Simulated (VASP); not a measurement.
A run of VASP 6.6.1:

Contents of INCAR:

```
SYSTEM = C
PREC     = Accurate       ! precision mode
ENCUT    = 600            ! plane-wave cutoff, eV
EDIFF    = 1E-6           ! SCF threshold, eV
ISMEAR   = 0              ! smearing method
SIGMA    = 0.1            ! smearing width, eV
LREAL    = .FALSE.        ! projectors in reciprocal space
LASPH    = .TRUE.         ! aspherical terms in the spheres
NELM     = 80             ! most SCF steps
ALGO     = Normal         ! electronic algorithm
ISIF     = 3              ! what is computed and relaxed
LWAVE    = .FALSE.        ! write WAVECAR
LCHARG   = .FALSE.        ! write CHGCAR
GGA      = PE             ! functional
IBRION   = 2              ! ionic algorithm
NSW      = 100            ! ionic steps
EDIFFG   = -0.01          ! ionic threshold
```

The input KPOINTS:

```
Automatic mesh
0
G
  20 20 10
  0 0 0
```

File POSCAR:

```
C
1.0
    2.3450473335      0.0000000000      0.0000000000
    0.0000000000      2.3450473335      0.0000000000
    0.0000000000      0.0000000000      4.7839537311
C
3
Direct
    0.0000000000      0.0000000000      0.5109174255
    0.0000000000      0.0000000000      0.8174645916
    0.5000000000      0.5000000000      0.4656441429
```

Potentials or basis: VASP PAW PBE potentials, release 64 (C).

Run with:

```console
$ cat potpaw_PBE.64/C/POTCAR > POTCAR
$ mpirun -np 1 vasp_std > vasp.out
```

Hardware: 1 thread of AMD EPYC 7R13 (shared host).

Problem. Estimate the wall time of this run.

Solution. It took 9.1 min on 1 thread of AMD EPYC 7R13, on a shared host, peak memory 0.19 GiB. Counts: scf iterations 36, k points 396, ion steps 5.
